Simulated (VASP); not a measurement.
Crystal: Ta3I2.

```
CELL_PARAMETERS angstrom
5.38650 0.00000 0.00000
-2.69325 4.66485 0.00000
0.00000 0.00000 6.76073
ATOMIC_POSITIONS crystal
Ta 0.50000 0.00000 0.50000
Ta 0.00000 0.50000 0.50000
Ta 0.50000 0.50000 0.50000
I 0.00000 0.00000 0.18290
I 0.00000 0.00000 0.81710
```

The cell was generated, and may not be a known phase.

* Program: VASP 6.6.1
* Task: relaxation of cell and atoms
* Functional: PBE
* Potentials or basis: VASP PAW PBE potentials, release 64 (Ta_pv, I)
* Cutoff: 600 eV
* k mesh: 6 × 6 × 4
* Occupations: gaussian, width 0.1 eV
* Spin: no spin polarisation

At the start: pressure 3.3 GPa; volume 33.98 Å³/atom.

**Question.** How do energy, volume and symmetry change on relaxing?

**Answer.** Over 23 steps the energy falls by 641.2 meV/atom and the volume is 38.41 Å³/atom (+13.1 %); space group P6/mmm (No. 191, to 0.1 Å) before and after.

The path:
```tsv
step	energy change (eV)	largest force (eV/Å)	pressure (GPa)	volume (Å³)
1	0.0000	7.1571	3.30	169.88
2	-2.5288	1.2202	0.50	185.89
3	-2.5356	1.1929	0.57	186.29
4	-2.8208	1.2291	-1.95	190.35
5	-2.8752	1.1156	-3.40	192.84
6	-3.0084	0.8125	-2.90	188.80
7	-3.0813	0.0919	-1.81	182.92
8	-3.1509	0.1044	-0.30	179.43
9	-3.1595	0.1015	0.48	177.76
10	-3.1595	0.1013	0.53	177.66
11	-3.1649	0.1353	0.42	178.53
12	-3.1750	0.2351	0.11	181.14
13	-3.1728	0.4214	-0.43	186.38
14	-3.1775	0.3147	-0.13	183.35
15	-3.1845	0.2589	-0.02	183.98
16	-3.1962	0.1186	0.28	185.57
17	-3.1955	0.1808	0.95	188.72
18	-3.1998	0.0264	0.60	187.11
19	-3.2037	0.0373	0.28	188.96
20	-3.2046	0.0486	0.00	190.66
21	-3.2047	0.0476	0.02	190.50
22	-3.2052	0.0288	0.01	190.89
23	-3.2061	0.0251	-0.07	192.06
```

Final structure:
```yaml
crystal:
  lattice:
    - [5.36370, 0.00000, 0.00000]
    - [-2.68185, 4.64510, 0.00000]
    - [0.00000, 0.00000, 7.70846]
  atoms:
    - { symbol: Ta, position: [0.50000, 0.00000, 0.50000] }
    - { symbol: Ta, position: [0.00000, 0.50000, 0.50000] }
    - { symbol: Ta, position: [0.50000, 0.50000, 0.50000] }
    - { symbol: I, position: [0.00000, 0.00000, 0.28081] }
    - { symbol: I, position: [0.00000, 0.00000, 0.71919] }
```

Caveat: this functional lacks dispersion, which binds layers or chains, so the pressure and a relaxed spacing across them are unreliable; an odd number of electrons without spin polarisation forces a metal; a magnetic or distorted state may lie lower.
